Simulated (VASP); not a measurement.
Write the native input for VASP 6.6.1 that does the following.

```yaml
Task: single point
Functional: LDA
Potentials_or_basis: VASP PAW LDA potentials, release 64 (Hf_pv)
Cutoff: 520 eV
k_mesh: 12 × 12 × 7
Occupations: methfessel-paxton, width 0.1 eV
Spin: no spin polarisation
Dipole_correction: no
Further_INCAR_settings: ALGO = Normal; EDIFF = 1e-07; NBANDS = 17
```

The structure of Hf lies in POSCAR:

```
Hf
1.0
    3.1183974891      0.0000000000      0.0000000000
   -1.5591987445      2.7006114446      0.0000000000
    0.0000000000      0.0000000000      4.9475473504
Hf
2
Direct
    0.3333333333      0.6666666667      0.2500000000
    0.6666666667      0.3333333333      0.7500000000
```

These files were run (other wordings do the same):

INCAR

```
ALGO = Normal ; EDIFF = 1E-7
ENCUT = 520 ; ISIF = 2
ISMEAR = 1 ; LASPH = T
LCHARG = F ; LREAL = F
LWAVE = F ; NBANDS = 17
NELM = 100 ; PREC = Accurate
SIGMA = 0.1
```

KPOINTS

```
k-points
0
Gamma
  12 12 7
```

Potentials or basis: VASP PAW LDA potentials, release 64 (Hf_pv).

Run with:

```bash
$ cat potpaw_LDA.64/Hf_pv/POTCAR > POTCAR
$ mpirun -np 1 vasp_std > vasp.out
```

Results of the run:

```json
{
 "Pressure": "0.1 GPa",
 "Band gap on the k mesh": "zero (band 10 reaches 6.43 eV, above the bottom of band 11 at 5.02 eV)"
}
```

Caveat: spin-orbit coupling is left out, which moves the levels of the heavy elements.

Run time: 17 s on 1 thread of Intel(R) Xeon(R) 6975P-C (Granite Rapids) (shared host), peak memory 0.17 GiB.
